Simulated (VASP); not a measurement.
# AgCl (Fmm2) in VASP: a series of runs, part 2 of 2

VASP 6.6.1. The steps go on from the part before.

## 4. Single point, LDA

This run uses another cell than the first one, of 18.68 Å³/atom, 1.028 times its volume.

File INCAR:

```
SYSTEM = AgCl
ALGO     = Normal         ! electronic algorithm
EDIFF    = 1E-6           ! SCF threshold, eV
ENCUT    = 520            ! plane-wave cutoff, eV
ISIF     = 2              ! what is computed and relaxed
ISMEAR   = 0              ! smearing method
LASPH    = .True.         ! aspherical terms in the spheres
LCHARG   = .False.        ! write CHGCAR
LREAL    = .False.        ! projectors in reciprocal space
LWAVE    = .False.        ! write WAVECAR
NBANDS   = 16             ! bands
NELM     = 60             ! most SCF steps
PREC     = Accurate       ! precision mode
SIGMA    = 0.05           ! smearing width, eV
```

File KPOINTS:

```
k-points
0
Gamma
  10 10 10
  0 0 0
```

File POSCAR:

```
AgCl
1.0
    0.0000000000      2.6417032077      2.6773114500
    2.6417032077      0.0000000000      2.6773114500
    2.6417032077      2.6417032077      0.0000000000
Ag Cl
1 1
Direct
    0.5092676765      0.4907323235      0.5092676765
   -0.0281999317      0.0281999317     -0.0281999317
```

Potentials or basis: VASP PAW LDA potentials, release 64 (Ag, Cl).

Started as:

```bash
$ cat potpaw_LDA.64/Ag/POTCAR potpaw_LDA.64/Cl/POTCAR > POTCAR
$ mpirun -np 1 vasp_std > vasp.out
```

OUTCAR:

```text
SYSTEM = AgCl
   EDIFF = 1E-6
   ENCUT = 520
   ISIF = 2
   ISMEAR = 0
   LASPH = .True.
   LREAL = .False.
   NELM = 60
   PREC = Accurate

 ion  position               nearest neighbor table
   1  0.509  0.491  0.509-   2 2.44   2 2.65   2 2.65   2 2.68   2 2.68   2 2.84
   2  0.972  0.028  0.972-   1 2.44   1 2.65   1 2.65   1 2.68   1 2.68   1 2.84

  LATTYP: Found a body centered tetragonal cell.
 ALAT       =     3.7359325041
 C/A-ratio  =     1.4332761350

  Lattice vectors:

 A1 = (  -2.6417032077,   0.0000000000,   2.6773114500)
 A2 = (   2.6417032077,   0.0000000000,   2.6773114500)
 A3 = (   0.0000000000,   2.6417032077,  -2.6773114500)

Analysis of symmetry for initial positions (statically):
=====================================================================
 Subroutine PRICEL returns:
 Original cell was already a primitive cell.

 Routine SETGRP: Setting up the symmetry group for a
 body centered tetragonal supercell.

 Subroutine GETGRP returns: Found  4 space group operations
 (whereof  4 operations were pure point group operations)
 out of a pool of 16 trial point group operations.

The static configuration has the point symmetry C_2v.

Analysis of symmetry for dynamics (positions and initial velocities):
=====================================================================
 Subroutine PRICEL returns:
 Original cell was already a primitive cell.

 Routine SETGRP: Setting up the symmetry group for a
 body centered tetragonal supercell.

 Subroutine GETGRP returns: Found  4 space group operations
 (whereof  4 operations were pure point group operations)
 out of a pool of 16 trial point group operations.

The dynamic configuration has the point symmetry C_2v.

 Subroutine INISYM returns: Found  4 space group operations
 (whereof  4 operations are pure point group operations),
 and found     1 'primitive' translations

----------------------------------------------------------------------------------------

                                     Primitive cell

[... 105 lines left out ...]
   ISMEAR =     0;   SIGMA  =   0.05  broadening in eV -4-tet -1-fermi 0-gaus
   EFERMI_NEDOS =   21; number of points for ismear=-14 and -15
   IALGO  =     38    algorithm
   IMIX   =      4    mixing-type and parameters
     AMIX     =   0.40;   BMIX     =  1.00
     AMIX_MAG =   1.60;   BMIX_MAG =  1.00
  volume/ion in A,a.u.               =      18.68       126.09
  Fermi-wavevector in a.u.,A,eV,Ry     =   1.283315  2.425114 22.407408  1.646898
  Thomas-Fermi vector in A             =   2.415575
   LORBIT       =      0    0 simple, 1 ext, 2 COOP (PROOUT), +10 PAW based schemes
   GGA     = CA    functional components
   LHFCALC =     F    Hartree Fock is set to
   AEXX    =    0.0000 exact exchange contribution
   IVDW    =     0    specifies the selected vdW correction
   LEPSILON=     F    determine dielectric tensor
   LRPA    =     F    only Hartree local field effects (RPA)
 non-spin polarized calculation
 Gauss-broadening in eV      SIGMA  =   0.05
  energy-cutoff  :      520.00
  volume of cell :       37.37
 maximum number of plane-waves:      1018
   NGX = 13   NGY = 13   NGZ = 13

 number of electron      18.0000003 magnetization

 Free energy of the ion-electron system (eV)
  ---------------------------------------------------
  ext. energy  EPLUGINS =         0.00000000
  ---------------------------------------------------
  free energy    TOTEN  =        -6.73636801 eV

  energy without entropy =       -6.73636801  energy(sigma->0) =       -6.73636801

 E-fermi :   5.6833     XC(G=0): -11.1107

 val. band max:        5.3757836066   @ k =   0.5000   0.0000   0.0000
 cond. band min:       6.0820225927   @ k =   0.0000   0.0000   0.0000
 fundamental gap:      0.7062389861
 Fermi energy:         5.6832797605

 k-point     1 :       0.0000    0.0000    0.0000
  band No.  band energies     occupation
      1     -10.6460      2.00000
      2       1.4499      2.00000
      3       1.7901      2.00000
      4       1.8578      2.00000
      5       2.2665      2.00000
      6       2.3028      2.00000
[... 433 lines left out ...]
      3       0.7999      2.00000
      4       1.2105      2.00000
      5       2.1549      2.00000
      6       2.7144      2.00000
[... 8 lines left out ...]
     15      20.5180      0.00000
     16      21.6304      0.00000

 [... further k-points ...]
[... 5 lines left out ...]
  --------------------------------------------------------------------------------------
  -------------------------------------------------------------------------------------
  Total        0.5045093      1.3711605      0.3360671      0.0000000      0.0000000      0.0000000
  in kB       21.6313094     58.7897961     14.4091906      0.0000000      0.0000000      0.0000000
  external PRESSURE =      31.6100987 kB  Pullay stress =       0.0000000 kB

 VOLUME and BASIS-vectors are now :
 -----------------------------------------------------------------------------
  energy-cutoff  :      520.00
  volume of cell :       37.37
      direct lattice vectors                 reciprocal lattice vectors
     0.000000000  2.641703208  2.677311450    -0.189271830  0.189271830  0.186754514
     2.641703208  0.000000000  2.677311450     0.189271830 -0.189271830  0.186754514
     2.641703208  2.641703208  0.000000000     0.189271830  0.189271830 -0.186754514

 POSITION                                       TOTAL-FORCE (eV/Angst)
 -----------------------------------------------------------------------------------
      2.64170      2.69067      2.67731         0.000000     -0.557342      0.000000
      2.64170      5.13441      2.67731         0.000000      0.557342      0.000000
 -----------------------------------------------------------------------------------
    total drift:                               -0.000000      0.000125     -0.000000

  FREE ENERGIE OF THE ION-ELECTRON SYSTEM (eV)
  ---------------------------------------------------
  free  energy   TOTEN  =        -6.7363680085 eV

  energy  without entropy=       -6.7363680085  energy(sigma->0) =       -6.73636801
```

OSZICAR:

```text
N       E                     dE             d eps       ncg     rms          rms(c)
DAV:   1     0.904205173407E+02    0.90421E+02   -0.87919E+03  5480   0.104E+03
DAV:   2    -0.420846166121E+01   -0.94629E+02   -0.87488E+02  6912   0.223E+02
DAV:   3    -0.688786509045E+01   -0.26794E+01   -0.26736E+01  6816   0.388E+01
DAV:   4    -0.690053515686E+01   -0.12670E-01   -0.12669E-01  7072   0.305E+00
DAV:   5    -0.690066453662E+01   -0.12938E-03   -0.12938E-03  6824   0.306E-01    0.947E+00
DAV:   6    -0.674650673197E+01    0.15416E+00   -0.25075E-01  7104   0.709E+00    0.618E+00
DAV:   7    -0.673885309186E+01    0.76536E-02   -0.72174E-02  6776   0.181E+00    0.227E+00
DAV:   8    -0.673646556682E+01    0.23875E-02   -0.33113E-03  6160   0.546E-01    0.287E-01
DAV:   9    -0.673636443502E+01    0.10113E-03   -0.43182E-04  7328   0.224E-01    0.336E-02
DAV:  10    -0.673636714000E+01   -0.27050E-05   -0.12591E-05  6728   0.364E-02    0.138E-02
DAV:  11    -0.673636800855E+01   -0.86854E-06   -0.15663E-06  4760   0.107E-02
   1 F= -.67363680E+01 E0= -.67363680E+01  d E =-.426283E-20
```

Wall time 59 s (1 thread of Intel Xeon 6975P-C, shared host); peak memory 0.22 GiB.

What came out:

| Property | Result |
| --- | --- |
| Free energy | -6.7364 eV |
| Pressure | 3.2 GPa |
| Largest force | 0.557 eV/Å |
| Band gap on the k mesh | 0.71 eV, indirect (least direct gap 2.75 eV) |

Forces in eV/Å, atoms in the order of the input:
```
Ag   0.000 -0.557  0.000
Cl   0.000  0.557  0.000
```

Stress tensor (GPa, compression positive):
```
2.16 0.00 0.00
0.00 5.88 0.00
0.00 0.00 1.44
```

Levels at points of the mesh, in eV from the valence-band top:
```tsv
k point	band 5	band 6	band 7	band 8	band 9	band 10	band 11	band 12	band 13	band 14
(0.00, 0.00, 0.00)	-3.11	-3.07	-2.43	-2.41	-2.04	0.71	10.44	10.54	10.57	12.15
(0.50, 0.00, 0.00)	-2.64	-2.63	-2.22	-0.09	0.00	3.71	7.01	7.20	7.51	13.66
(0.50, 0.50, 0.00)	-3.06	-2.50	-2.47	-2.44	-2.25	1.96	7.59	8.80	12.17	12.24
(0.50, 0.00, 0.50)	-3.60	-2.80	-2.48	-2.47	-2.29	1.93	7.67	9.08	11.84	12.08
(0.00, 0.50, 0.50)	-3.06	-2.52	-2.47	-2.45	-2.24	1.93	7.50	8.93	11.96	12.27
```

A k mesh can miss the band edges.

## 5. Single point, LDA

This run uses another cell than the first one, of 18.68 Å³/atom, 1.028 times its volume.

File INCAR:

```
SYSTEM = AgCl
PREC     = Accurate       ! precision mode
ENCUT    = 520            ! plane-wave cutoff, eV
EDIFF    = 1E-7           ! SCF threshold, eV
ISMEAR   = 0              ! smearing method
SIGMA    = 0.05           ! smearing width, eV
LREAL    = .False.        ! projectors in reciprocal space
LASPH    = .True.         ! aspherical terms in the spheres
NELM     = 100            ! most SCF steps
ALGO     = Normal         ! electronic algorithm
ISIF     = 2              ! what is computed and relaxed
LWAVE    = .False.        ! write WAVECAR
LCHARG   = .False.        ! write CHGCAR
NBANDS   = 16             ! bands
```

File KPOINTS:

```
Automatic mesh
0
Gamma
  10 10 10
  0 0 0
```

File POSCAR:

```
AgCl
1.0
    0.0000000000      2.6417032077      2.6773114500
    2.6417032077      0.0000000000      2.6773114500
    2.6417032077      2.6417032077      0.0000000000
Ag Cl
1 1
Direct
    0.5185353529      0.4814646471      0.5185353529
   -0.0563998634      0.0563998634     -0.0563998634
```

Started as:

```bash
$ cat potpaw_LDA.64/Ag/POTCAR potpaw_LDA.64/Cl/POTCAR > POTCAR
$ mpirun -np 1 vasp_std > vasp.out
```

Run time: 52 s. Hardware: 1 thread of Intel Xeon 6975P-C, shared host; peak memory 0.22 GiB.

The run converged. Its results:

```
Free energy            : -6.5139 eV
Pressure               : 7.3 GPa
Largest force          : 1.902 eV/Å
Band gap on the k mesh : 0.93 eV, indirect (least direct gap 1.96 eV)
```

Forces in eV/Å, atoms in the order of the input:
```
Ag   0.000 -1.902  0.000
Cl   0.000  1.902  0.000
```

Stress tensor (GPa, compression positive):
```
 1.93  0.00  0.00
 0.00 18.80  0.00
 0.00  0.00  1.24
```

Levels at points of the mesh, in eV from the valence-band top:
```csv
k point,band 5,band 6,band 7,band 8,band 9,band 10,band 11,band 12,band 13,band 14
"(0.00, 0.00, 0.00)",-2.96,-2.93,-1.70,-1.69,-1.02,0.93,10.10,10.32,10.34,12.88
"(0.50, 0.00, 0.00)",-2.61,-2.60,-2.11,-0.10,-0.01,4.13,7.00,7.49,8.19,13.56
"(0.50, 0.50, 0.00)",-2.46,-2.33,-2.23,-2.17,-1.81,2.20,7.32,8.99,12.67,13.04
"(0.50, 0.00, 0.50)",-3.46,-2.64,-2.43,-2.43,-2.34,2.21,7.81,9.72,12.07,12.32
"(0.00, 0.50, 0.50)",-2.45,-2.34,-2.24,-2.16,-1.86,2.17,7.22,9.12,12.47,13.08
```

Caveat: forces of over 1 eV/Å act on the atoms, so gaps and moduli don't describe the material at rest.

## 6. Single point, LDA

This run uses another cell than the first one, of 19.70 Å³/atom, 1.084 times its volume.

File INCAR:

```
SYSTEM = AgCl
PREC     = Accurate       ! precision mode
ENCUT    = 520            ! plane-wave cutoff, eV
EDIFF    = 1E-6           ! SCF threshold, eV
ISMEAR   = 0              ! smearing method
SIGMA    = 0.05           ! smearing width, eV
LREAL    = .FALSE.        ! projectors in reciprocal space
LASPH    = .TRUE.         ! aspherical terms in the spheres
NELM     = 80             ! most SCF steps
ALGO     = Normal         ! electronic algorithm
ISIF     = 2              ! what is computed and relaxed
LWAVE    = .FALSE.        ! write WAVECAR
LCHARG   = .FALSE.        ! write CHGCAR
NBANDS   = 16             ! bands
```

File KPOINTS:

```
regular mesh
0
G
  10 10 10
  0 0 0
```

File POSCAR:

```
AgCl
1.0
    0.0000000000      2.7129196923      2.6773114500
    2.7129196923      0.0000000000      2.6773114500
    2.7129196923      2.7129196923      0.0000000000
Ag Cl
1 1
Direct
    0.5278030294      0.4721969706      0.5278030294
   -0.0845997951      0.0845997951     -0.0845997951
```

Potentials or basis: VASP PAW LDA potentials, release 64 (Ag, Cl).

Started as:

```bash
$ cat potpaw_LDA.64/Ag/POTCAR potpaw_LDA.64/Cl/POTCAR > POTCAR
$ mpirun -np 1 vasp_std > vasp.out
```

Wall time 60 s (1 thread of Intel Xeon 6975P-C, shared host); peak memory 0.22 GiB.

Results (log left out):

```yaml
Free_energy: -6.1108 eV
Pressure: 10.3 GPa
Largest_force: 3.978 eV/Å
Band_gap_on_the_k_mesh: 1.09 eV, indirect (least direct gap 1.42 eV)
```

Forces in eV/Å, atoms in the order of the input:
```
Ag   0.000 -3.978  0.000
Cl   0.000  3.978  0.000
```

Stress tensor (GPa, compression positive):
```
-1.68  0.00  0.00
 0.00 33.86  0.00
 0.00  0.00 -1.31
```

Levels at points of the mesh, in eV from the valence-band top:
```
           k point  band 5  band 6  band 7  band 8  band 9  band 10  band 11  band 12  band 13  band 14
(0.00, 0.00, 0.00)   -2.83   -2.77   -1.05   -1.02   -0.33     1.09     9.70     9.79     9.82    12.34
(0.50, 0.00, 0.00)   -2.66   -2.64   -2.04   -0.29   -0.19     4.46     6.54     7.79     8.76    12.88
(0.50, 0.50, 0.00)   -2.57   -2.29   -2.22   -1.44   -1.28     2.37     6.64     8.90    12.61    13.50
(0.50, 0.00, 0.50)   -3.27   -2.53   -2.51   -2.42   -2.38     2.49     7.86     9.99    11.89    12.12
(0.00, 0.50, 0.50)   -2.57   -2.29   -2.23   -1.42   -1.20     2.39     6.73     8.77    12.80    13.46
```

Caveat: forces of over 1 eV/Å act on the atoms, so gaps and moduli don't describe the material at rest. A k mesh can miss the band edges.

## 7. Summary

```tsv
cell	gap on the mesh (eV)	pressure (GPa)	largest force (eV/Å)
a = 3.736, b = 3.736, c = 3.685 Å, angles 60.4, 60.4, 59.1°, 2 atoms	0.93	10.5	2.26
a = 3.761, b = 3.761, c = 3.736 Å, angles 60.2, 60.2, 59.6°, 2 atoms	0.93	7.3	1.90
a = 3.812, b = 3.812, c = 3.837 Å, angles 59.8, 59.8, 60.4°, 2 atoms	1.09	10.3	3.98
```

Some of these runs hold the atoms at other places in the same cell, which the table doesn't show; runs alike in all that it shows share one row.

Alike in all rows: task single point; level LDA; potentials or basis VASP PAW LDA potentials, release 64 (Ag, Cl); no spin polarisation; k mesh 10 × 10 × 10; cutoff (eV) 520; smearing gaussian 0.05 eV.

Caveats: forces of over 1 eV/Å act on the atoms, so gaps and moduli don't describe the material at rest.

Total energies depend on the potentials used, so only differences within one code and one set of settings carry meaning.
